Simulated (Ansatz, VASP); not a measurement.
BN in VASP and in Ansatz

The input INCAR:

```
PREC = Accurate
ENCUT = 910
EDIFF = 1E-8
ISMEAR = -1
SIGMA = 0.02
LREAL = False
LASPH = True
NELM = 120
ALGO = Normal
ISIF = 2
LWAVE = False
LCHARG = False
GGA = CA
LEFG = True
NBANDS = 11
GGA_COMPAT = False
```

File KPOINTS:

```
Automatic mesh
0
Gamma
  11 11 11
```

POSCAR

```
BN
1.0
    0.0000000000      1.7713500000      1.8075000000
    1.7713500000      0.0000000000      1.8075000000
    1.7713500000      1.7713500000      0.0000000000
B N
1 1
Direct
    0.0000000000      0.0000000000      0.0000000000
    0.7500000000      0.7500000000      0.7500000000
```

Input for Ansatz:

```yaml
crystal:
  lattice:
    - [0.0, 1.77135, 1.8075]
    - [1.77135, 0.0, 1.8075]
    - [1.77135, 1.77135, 0.0]
  atoms:
    - { symbol: B, position: [0.0, 0.0, 0.0] }
    - { symbol: "N", position: [0.75, 0.75, 0.75] }
kpoints:
  mp_grid: { grid: [11, 11, 11] }
scf:
  occupations: { method: fermi_dirac, width: 0.02 }
hamiltonian:
  xc: lda
  pseudopotentials: { kind: paw }
output:
  forces: true
  stress: true
  eigenvalues: true
  efg: { contact_densities: true }
  write_density: true
  write_potential: true
  elf: true
  volumetric_format: npy
```

Change from the starting cell: equal xx and yy strain of -2 %, PAW files.

Alike in both runs: task electric field gradients; functional LDA; k mesh 11 × 11 × 11; occupations fermi-dirac, width 0.02 eV; no spin polarisation.

```csv
,VASP,Ansatz
version,VASP 6.6.1,Ansatz 0.2.0
potentials or method,"VASP PAW LDA potentials, release 64 (B_h, N_h)","PAW with Ansatz's default frozen-core files, scalar-relativistic"
plane-wave cutoff (eV),910,420
valence electrons in the cell,8,8
```

```csv
,VASP,Ansatz,Ansatz less VASP
gap on the k mesh at the Fermi level (eV),4.32,4.33,+0.011
size of Vzz on the site where it differs most (V/Å²),0.7,0.5,-0.17
```

LDA's correlation is that of Perdew and Zunger in VASP and of Perdew and Wang (1992) in Ansatz.

Noted on VASP's run: the cutoff is short for stress, so the pressure is rough.
